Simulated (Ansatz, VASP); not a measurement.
Two plane-wave programs on NaB4

```
Na B
1.0
     2.17048   -2.18381   -0.00903
     2.17048    2.18381   -0.00903
    -2.15885    0.00000    4.04808
Na B
1 4
Direct
  0.00000 0.00000 0.00000
  0.38226 0.38226 0.76422
  0.61774 0.61774 0.23578
  0.75141 0.24859 0.50000
  0.24859 0.75141 0.50000
```

Change from the starting cell: species swapped into the CaGa4 type (C2/m, No. 12).

Alike in both runs: functional PBE; k mesh 5 × 5 × 4; occupations gaussian, width 0.2 eV; no spin polarisation.

Ansatz relaxed the structure, and its values are those at the end. VASP's run is a single point on that final structure, the one shown.

```csv
,VASP,Ansatz
version,VASP 6.6.1,Ansatz 0.2.0
potentials or method,"VASP PAW PBE potentials, release 64 (Na_pv, B), cutoff 500 eV","scalar-relativistic, plane waves, PAW"
valence electrons in the cell,19,21
```

```csv
,VASP,Ansatz,Ansatz less VASP
gap on the k mesh at the Fermi level (eV),none,none,-
pressure (GPa),0.3,0.0,-0.33
rms of the force components (eV/Å),0.014,0.016,+0.0027
```

A gap of «none» marks a metal or a gap that the smearing closes. VASP's potentials hold 19 valence electrons a cell and Ansatz's 21, so a difference there can come from the potentials and not from the codes.

The k mesh is coarse, so the values compare programs but aren't converged.
